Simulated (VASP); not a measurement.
# Sn3GeTe4 (P4/mmm) in VASP: notebook

The runs below take Sn3GeTe4 through single point, with PBE.

Program: VASP 6.6.1. These are calculated values, not measurements. Logs are shortened: lines on timing, memory, paths and dates and some standing lists are left out, and cuts for length are marked.

### 1 The cell of the first run

Symmetry: P4/mmm, No. 123, tetragonal system. The conventional cell has a = 4.472 Å, b = 4.472 Å, c = 12.624 Å, α = 90.00°, β = 90.00°, γ = 90.00°. Sn (site symmetry 4/mmm) has 6 Te at 3.16 to 3.26 Å within 4.2 Å. Within 4.1 Å of Sn (site symmetry 4mm) lie 6 Te at 3.12 to 3.19 Å. Ge (site symmetry 4/mmm) has 6 Te at 3.05 to 3.16 Å within 4.0 Å. Within 4.0 Å of Te (site symmetry 4mm) lie 1 Ge at 3.05 Å and 5 Sn at 3.16 to 3.26 Å. Te (site symmetry 4/mmm) has 2 Sn at 3.12 Å and 4 Ge at 3.16 Å within 4.1 Å. Te (site symmetry 4/mmm) has 6 Sn at 3.16 to 3.19 Å within 4.2 Å.

### 2 Single point, PBE

File INCAR:

```
PREC = Accurate
ENCUT = 520
EDIFF = 1E-7
ISMEAR = 0
SIGMA = 0.1
LREAL = False
LASPH = True
NELM = 100
ALGO = Normal
ISIF = 2
LWAVE = False
LCHARG = False
GGA = PE
NBANDS = 50
```

File KPOINTS:

```
regular mesh
0
Gamma
  4 4 2
```

File POSCAR:

```
Sn3GeTe4
1.0
    4.4718640000      0.0000000000      0.0000000000
    0.0000000000      4.4718640000      0.0000000000
    0.0000000000      0.0000000000     12.6235400000
Sn Ge Te
3 1 4
Direct
    0.0000000000      0.0000000000      0.0000000000
    0.5000000000      0.5000000000      0.2529190000
    0.5000000000      0.5000000000      0.7470810000
    0.0000000000      0.0000000000      0.5000000000
    0.0000000000      0.0000000000      0.2586060000
    0.5000000000      0.5000000000      0.5000000000
    0.0000000000      0.0000000000      0.7413940000
    0.5000000000      0.5000000000      0.0000000000
```

Potentials or basis: VASP PAW PBE potentials, release 64 (Sn_d, Ge_d, Te).

Command:

```console
$ cat potpaw_PBE.64/Sn_d/POTCAR potpaw_PBE.64/Ge_d/POTCAR potpaw_PBE.64/Te/POTCAR > POTCAR
$ mpirun -np 1 vasp_std > vasp.out
```

OUTCAR:

```text
PREC = Accurate
   ENCUT = 520
   EDIFF = 1E-7
   ISMEAR = 0
   LREAL = False
   LASPH = True
   NELM = 100
   ISIF = 2
   GGA = PE

 ion  position               nearest neighbor table
   1  0.000  0.000  0.000-   8 3.16   8 3.16   8 3.16   8 3.16   5 3.26   7 3.26
   2  0.500  0.500  0.253-   6 3.12   5 3.16   5 3.16   5 3.16   5 3.16   8 3.19
   3  0.500  0.500  0.747-   6 3.12   7 3.16   7 3.16   7 3.16   7 3.16   8 3.19
   4  0.000  0.000  0.500-   5 3.05   7 3.05   6 3.16   6 3.16   6 3.16   6 3.16
   5  0.000  0.000  0.259-   4 3.05   2 3.16   2 3.16   2 3.16   2 3.16   1 3.26
   6  0.500  0.500  0.500-   2 3.12   3 3.12   4 3.16   4 3.16   4 3.16   4 3.16
   7  0.000  0.000  0.741-   4 3.05   3 3.16   3 3.16   3 3.16   3 3.16   1 3.26
   8  0.500  0.500  0.000-   1 3.16   1 3.16   1 3.16   1 3.16   3 3.19   2 3.19

  LATTYP: Found a simple tetragonal cell.
 ALAT       =     4.4718640000
 C/A-ratio  =     2.8228810178

  Lattice vectors:

 A1 = (   4.4718640000,   0.0000000000,   0.0000000000)
 A2 = (   0.0000000000,   4.4718640000,   0.0000000000)
 A3 = (   0.0000000000,   0.0000000000,  12.6235400000)

Analysis of symmetry for initial positions (statically):
=====================================================================
 Subroutine PRICEL returns:
 Original cell was already a primitive cell.

 Routine SETGRP: Setting up the symmetry group for a
 simple tetragonal supercell.

 Subroutine GETGRP returns: Found 16 space group operations
 (whereof 16 operations were pure point group operations)
 out of a pool of 16 trial point group operations.

The static configuration has the point symmetry D_4h.

Analysis of symmetry for dynamics (positions and initial velocities):
=====================================================================
 Subroutine PRICEL returns:
 Original cell was already a primitive cell.

 Routine SETGRP: Setting up the symmetry group for a
 simple tetragonal supercell.

 Subroutine GETGRP returns: Found 16 space group operations
 (whereof 16 operations were pure point group operations)
 out of a pool of 16 trial point group operations.

The dynamic configuration has the point symmetry D_4h.

 Subroutine INISYM returns: Found 16 space group operations
 (whereof 16 operations are pure point group operations),
 and found     1 'primitive' translations

----------------------------------------------------------------------------------------

                                     Primitive cell

  volume of cell :     252.4401

  direct lattice vectors                    reciprocal lattice vectors
     4.471864000  0.000000000  0.000000000     0.223620396  0.000000000  0.000000000
     0.000000000  4.471864000  0.000000000     0.000000000  0.223620396  0.000000000
     0.000000000  0.000000000 12.623540000     0.000000000  0.000000000  0.079217082

  length of vectors
     4.471864000  4.471864000 12.623540000     0.223620396  0.223620396  0.079217082

  position of ions in fractional coordinates (direct lattice)
     0.000000000  0.000000000  0.000000000
     0.500000000  0.500000000  0.252919000
     0.500000000  0.500000000  0.747081000
     0.000000000  0.000000000  0.500000000
     0.000000000  0.000000000  0.258606000
     0.500000000  0.500000000  0.500000000
     0.000000000  0.000000000  0.741394000
     0.500000000  0.500000000  0.000000000

  ion indices of the primitive-cell ions
   primitive index   ion index
                 1           1
                 2           2
                 3           3
                 4           4
                 5           5
                 6           6
                 7           7
                 8           8

----------------------------------------------------------------------------------------

 KPOINTS: regular mesh

Automatic generation of k-mesh.
 Grid dimensions read from file:
 generate k-points for:    4    4    2

 Generating k-lattice:

  Cartesian coordinates                     Fractional coordinates (reciprocal lattice)
     0.055905099  0.000000000  0.000000000     0.250000000  0.000000000  0.000000000
     0.000000000  0.055905099  0.000000000     0.000000000  0.250000000  0.000000000
     0.000000000  0.000000000  0.039608541     0.000000000  0.000000000  0.500000000

  Length of vectors
     0.055905099  0.055905099  0.039608541

  Shift w.r.t. Gamma in fractional coordinates (k-lattice)
     0.000000000  0.000000000  0.000000000

 Subroutine IBZKPT returns following result:
 ===========================================

 Found     12 irreducible k-points:

 Following reciprocal coordinates:
            Coordinates               Weight
  0.000000  0.000000  0.000000      1.000000
  0.250000  0.000000  0.000000      4.000000
  0.500000  0.000000  0.000000      2.000000
  0.250000  0.250000  0.000000      4.000000
  0.500000  0.250000  0.000000      4.000000
  0.500000  0.500000  0.000000      1.000000
  0.000000  0.000000  0.500000      1.000000
  0.250000  0.000000  0.500000      4.000000
  0.500000  0.000000  0.500000      2.000000
  0.250000  0.250000  0.500000      4.000000
  0.500000  0.250000  0.500000      4.000000
  0.500000  0.500000  0.500000      1.000000
   k-points           NKPTS =     12   k-points in BZ     NKDIM =     12   number of bands    NBANDS=     50
   number of dos      NEDOS =    301   number of ions     NIONS =      8
   total plane-waves  NPLWV = 124416
   dimension x,y,z NGX =    36 NGY =   36 NGZ =   96
   dimension x,y,z NGXF=    72 NGYF=   72 NGZF=  192
   ions per type =               3   1   4
   NGX,Y,Z   is equivalent  to a cutoff of  13.38, 13.38, 12.64 a.u.
   NGXF,Y,Z  is equivalent  to a cutoff of  26.77, 26.77, 25.29 a.u.
 SYSTEM =  unknown system
   PREC   = accura    normal or accurate (medium, high low for compatibility)
   ISTART =      0    job   : 0-new  1-cont  2-samecut
   ICHARG =      2    charge: 1-file 2-atom 10-const
   ISPIN  =      1    spin polarized calculation?
   LNONCOLLINEAR =      F non collinear calculations
   LSORBIT =      F    spin-orbit coupling
   LASPH  =      T    aspherical Exc in radial PAW
   ENCUT  =  520.0 eV  38.22 Ry    6.18 a.u.   8.31  8.31 23.47*2*pi/ulx,y,z
   NELM   =    100;   NELMIN=  2; NELMDL= -5     # of ELM steps
   EDIFF  = 0.1E-06   stopping-criterion for ELM
   LREAL  =      F    real-space projection
   EDIFFG = 0.1E-05   stopping-criterion for IOM
   NSW    =      0    number of steps for IOM
   IBRION =     -1    ionic relax: 0-MD 1-quasi-New 2-CG
   NFREE  =      0    steps in history (QN), initial steepest desc. (CG)
   ISIF   =      2    stress and relaxation
   ISYM   =      2    0-nonsym 1-usesym 2-fastsym
   POTIM  = 0.5000    time-step for ionic-motion
   TEBEG  =    0.0;   TEEND  =   0.0 temperature during run
   PSTRESS=    0.0 pullay stress
   NELECT =      80.0000    total number of electrons
   NUPDOWN=      -1.0000    fix difference up-down
   EMIN   =  10.00;   EMAX   =-10.00  energy-range for DOS
   EFERMI =   0.00;   METHOD = LEGACY
   ISMEAR =     0;   SIGMA  =   0.10  broadening in eV -4-tet -1-fermi 0-gaus
   EFERMI_NEDOS =   21; number of points for ismear=-14 and -15
   IALGO  =     38    algorithm
   IMIX   =      4    mixing-type and parameters
     AMIX     =   0.40;   BMIX     =  1.00
     AMIX_MAG =   1.60;   BMIX_MAG =  1.00
  volume/ion in A,a.u.               =      31.56       212.94
  Fermi-wavevector in a.u.,A,eV,Ry     =   1.116140  2.109199 16.949713  1.245769
  Thomas-Fermi vector in A             =   2.252751
   LORBIT       =      0    0 simple, 1 ext, 2 COOP (PROOUT), +10 PAW based schemes
   GGA     = PE    functional components
   LHFCALC =     F    Hartree Fock is set to
   AEXX    =    0.0000 exact exchange contribution
   IVDW    =     0    specifies the selected vdW correction
   LEPSILON=     F    determine dielectric tensor
   LRPA    =     F    only Hartree local field effects (RPA)
 non-spin polarized calculation
 Gauss-broadening in eV      SIGMA  =   0.10
  energy-cutoff  :      520.00
  volume of cell :      252.44
 maximum number of plane-waves:      6848
 NGX is ok and might be reduce to    36
   NGX = 17   NGY = 17   NGZ = 47

 number of electron      79.9999991 magnetization

 Free energy of the ion-electron system (eV)
  ---------------------------------------------------
  ext. energy  EPLUGINS =         0.00000000
  ---------------------------------------------------
  free energy    TOTEN  =       -30.35362902 eV

  energy without entropy =      -30.34518309  energy(sigma->0) =      -30.34940605

 E-fermi :   6.3390     XC(G=0):  -9.3759

 val. band max:        6.3379079462   @ k =   0.5000   0.0000   0.0000
 cond. band min:       6.3545395482   @ k =   0.5000   0.0000   0.0000
 fundamental gap:      0.0166316020
 Fermi energy:         6.3389794762

 k-point     1 :       0.0000    0.0000    0.0000
  band No.  band energies     occupation
      1     -19.0287      2.00000
      2     -19.0280      2.00000
      3     -19.0253      2.00000
      4     -19.0224      2.00000
      5     -19.0224      2.00000
      6     -15.6350      2.00000
[... 42 lines left out ...]
     49      10.0574      0.00000
     50      10.1621      0.00000

 k-point     2 :       0.2500    0.0000    0.0000
  band No.  band energies     occupation
      1     -19.0291      2.00000
      2     -19.0276      2.00000
      3     -19.0250      2.00000
      4     -19.0225      2.00000
      5     -19.0224      2.00000
      6     -15.6328      2.00000
[... 42 lines left out ...]
     49       9.2234      0.00000
     50       9.3612      0.00000

 k-point     3 :       0.5000    0.0000    0.0000
  band No.  band energies     occupation
      1     -19.0295      2.00000
      2     -19.0273      2.00000
      3     -19.0246      2.00000
      4     -19.0227      2.00000
      5     -19.0223      2.00000
      6     -15.6311      2.00000
[... 466 lines left out ...]
     49       9.8714      0.00000
     50      10.2192      0.00000

 k-point    12 :       0.5000    0.5000    0.5000
  band No.  band energies     occupation
      1     -19.0304      2.00000
      2     -19.0262      2.00000
      3     -19.0243      2.00000
      4     -19.0226      2.00000
      5     -19.0226      2.00000
      6     -15.6384      2.00000
[... 42 lines left out ...]
     49      10.7535      0.00000
     50      10.7535      0.00000

------------------------ aborting loop because EDIFF is reached ----------------------------------------

  FORCE on cell =-STRESS in cart. coord.  units (eV):
  Direction    XX          YY          ZZ          XY          YZ          ZX
  --------------------------------------------------------------------------------------
  -------------------------------------------------------------------------------------
  Total       -0.1613656     -0.1613656      0.0029781      0.0000000      0.0000000      0.0000000
  in kB       -1.0241488     -1.0241488      0.0189013      0.0000000      0.0000000      0.0000000
  external PRESSURE =      -0.6764655 kB  Pullay stress =       0.0000000 kB

 VOLUME and BASIS-vectors are now :
 -----------------------------------------------------------------------------
  energy-cutoff  :      520.00
  volume of cell :      252.44
      direct lattice vectors                 reciprocal lattice vectors
     4.471864000  0.000000000  0.000000000     0.223620396  0.000000000  0.000000000
     0.000000000  4.471864000  0.000000000     0.000000000  0.223620396  0.000000000
     0.000000000  0.000000000 12.623540000     0.000000000  0.000000000  0.079217082

 POSITION                                       TOTAL-FORCE (eV/Angst)
 -----------------------------------------------------------------------------------
      0.00000      0.00000      0.00000         0.000000      0.000000     -0.000000
      2.23593      2.23593      3.19273        -0.000000     -0.000000     -0.007305
      2.23593      2.23593      9.43081         0.000000     -0.000000      0.007305
      0.00000      0.00000      6.31177         0.000000      0.000000     -0.000000
      0.00000      0.00000      3.26452         0.000000      0.000000     -0.039385
      2.23593      2.23593      6.31177         0.000000      0.000000     -0.000000
      0.00000      0.00000      9.35902         0.000000      0.000000      0.039385
      2.23593      2.23593      0.00000         0.000000      0.000000     -0.000000
 -----------------------------------------------------------------------------------
    total drift:                                0.000000      0.000000      0.000000

  FREE ENERGIE OF THE ION-ELECTRON SYSTEM (eV)
  ---------------------------------------------------
  free  energy   TOTEN  =       -30.3536290175 eV

  energy  without entropy=      -30.3451830894  energy(sigma->0) =      -30.34940605
```

Wall time 1.8 min (1 thread of Intel Xeon 6975P-C (Granite Rapids), shared host); peak memory 0.41 GiB.

What came out:

```
Free energy            : -30.3536 eV
Pressure               : -0.1 GPa
Largest force          : 0.039 eV/Å
Band gap on the k mesh : 0.02 eV
```

Forces on the atoms (eV/Å):
```
Sn   0.000  0.000  0.000
Sn   0.000  0.000 -0.007
Sn   0.000  0.000  0.007
Ge   0.000  0.000  0.000
Te   0.000  0.000 -0.039
Te   0.000  0.000  0.000
Te   0.000  0.000  0.039
Te   0.000  0.000  0.000
```

Stress tensor (GPa, compression positive):
```
-0.10  0.00  0.00
 0.00 -0.10  0.00
 0.00  0.00  0.00
```

Caveat: spin-orbit coupling is left out, which moves the levels of the heavy elements. A k mesh can miss the band edges.

### 3 Single point, PBE

File INCAR:

```
PREC = Accurate
ENCUT = 520
EDIFF = 1E-6
ISMEAR = 0
SIGMA = 0.2
LREAL = F
LASPH = T
NELM = 80
ALGO = Normal
ISIF = 2
LWAVE = F
LCHARG = T
GGA = PE
LELF = T
LVHAR = T
NBANDS = 50
```

File KPOINTS:

```
Automatic mesh
0
Gamma
  6 6 2
```

POSCAR is that of step 2.

Potentials or basis: VASP PAW PBE potentials, release 64 (Sn_d, Ge_d, Te).

Command:

```console
$ cat potpaw_PBE.64/Sn_d/POTCAR potpaw_PBE.64/Ge_d/POTCAR potpaw_PBE.64/Te/POTCAR > POTCAR
$ mpirun -np 1 vasp_std > vasp.out
```

OUTCAR:

```text
PREC = Accurate
   ENCUT = 520
   EDIFF = 1E-6
   ISMEAR = 0
   LREAL = F
   LASPH = T
   NELM = 80
   ISIF = 2
   GGA = PE

 ion  position               nearest neighbor table
   1  0.000  0.000  0.000-   8 3.16   8 3.16   8 3.16   8 3.16   5 3.26   7 3.26
   2  0.500  0.500  0.253-   6 3.12   5 3.16   5 3.16   5 3.16   5 3.16   8 3.19
   3  0.500  0.500  0.747-   6 3.12   7 3.16   7 3.16   7 3.16   7 3.16   8 3.19
   4  0.000  0.000  0.500-   5 3.05   7 3.05   6 3.16   6 3.16   6 3.16   6 3.16
   5  0.000  0.000  0.259-   4 3.05   2 3.16   2 3.16   2 3.16   2 3.16   1 3.26
   6  0.500  0.500  0.500-   2 3.12   3 3.12   4 3.16   4 3.16   4 3.16   4 3.16
   7  0.000  0.000  0.741-   4 3.05   3 3.16   3 3.16   3 3.16   3 3.16   1 3.26
   8  0.500  0.500  0.000-   1 3.16   1 3.16   1 3.16   1 3.16   3 3.19   2 3.19

  LATTYP: Found a simple tetragonal cell.
 ALAT       =     4.4718640000
 C/A-ratio  =     2.8228810178

  Lattice vectors:

 A1 = (   4.4718640000,   0.0000000000,   0.0000000000)
 A2 = (   0.0000000000,   4.4718640000,   0.0000000000)
 A3 = (   0.0000000000,   0.0000000000,  12.6235400000)

[... 188 lines left out ...]

 k-point     1 :       0.0000    0.0000    0.0000
  band No.  band energies     occupation
      1     -19.0572      2.00000
      2     -19.0568      2.00000
      3     -19.0498      2.00000
      4     -19.0480      2.00000
      5     -19.0480      2.00000
      6     -15.6160      2.00000
[... 1049 lines left out ...]
     49      10.7416      0.00000
     50      10.7417      0.00000

------------------------ aborting loop because EDIFF is reached ----------------------------------------

  FORCE on cell =-STRESS in cart. coord.  units (eV):
  Direction    XX          YY          ZZ          XY          YZ          ZX
  --------------------------------------------------------------------------------------
  -------------------------------------------------------------------------------------
  Total       -0.3638610     -0.3638610      0.3871064      0.0000000     -0.0000000     -0.0000000
  in kB       -2.3093396     -2.3093396      2.4568721      0.0000000     -0.0000000     -0.0000000
  external PRESSURE =      -0.7206023 kB  Pullay stress =       0.0000000 kB

 VOLUME and BASIS-vectors are now :
 -----------------------------------------------------------------------------
  energy-cutoff  :      520.00
  volume of cell :      252.44
      direct lattice vectors                 reciprocal lattice vectors
     4.471864000  0.000000000  0.000000000     0.223620396  0.000000000  0.000000000
     0.000000000  4.471864000  0.000000000     0.000000000  0.223620396  0.000000000
     0.000000000  0.000000000 12.623540000     0.000000000  0.000000000  0.079217082

 POSITION                                       TOTAL-FORCE (eV/Angst)
 -----------------------------------------------------------------------------------
      0.00000      0.00000      0.00000         0.000000     -0.000000     -0.000000
      2.23593      2.23593      3.19273        -0.000000      0.000000      0.000896
      2.23593      2.23593      9.43081         0.000000      0.000000     -0.000896
      0.00000      0.00000      6.31177         0.000000     -0.000000     -0.000000
      0.00000      0.00000      3.26452         0.000000     -0.000000     -0.029136
      2.23593      2.23593      6.31177         0.000000     -0.000000     -0.000000
      0.00000      0.00000      9.35902         0.000000     -0.000000      0.029136
      2.23593      2.23593      0.00000         0.000000     -0.000000     -0.000000
 -----------------------------------------------------------------------------------
    total drift:                                0.000000      0.000000      0.000000

  FREE ENERGIE OF THE ION-ELECTRON SYSTEM (eV)
  ---------------------------------------------------
  free  energy   TOTEN  =       -30.3592156468 eV

  energy  without entropy=      -30.3478233476  energy(sigma->0) =      -30.35351950
```

Wall time 1.9 min (1 thread of Intel Xeon 6975P-C (Granite Rapids), shared host); peak memory 0.48 GiB.

Results:

```yaml
Free_energy: -30.3592 eV
Pressure: -0.1 GPa
Largest_force: 0.029 eV/Å
Band_gap_on_the_k_mesh: 0.01 eV
```

Forces in eV/Å, atoms in the order of the input:
```
Sn   0.000  0.000  0.000
Sn   0.000  0.000  0.001
Sn   0.000  0.000 -0.001
Ge   0.000  0.000  0.000
Te   0.000  0.000 -0.029
Te   0.000  0.000  0.000
Te   0.000  0.000  0.029
Te   0.000  0.000  0.000
```

Stress tensor (GPa, compression positive):
```
-0.23  0.00  0.00
 0.00 -0.23  0.00
 0.00  0.00  0.25
```

Caveat: the smearing spreads over this small gap; spin-orbit coupling is left out, which moves the levels of the heavy elements.

The gap in the log of VASP goes by the Fermi energy; the results here count the filled bands.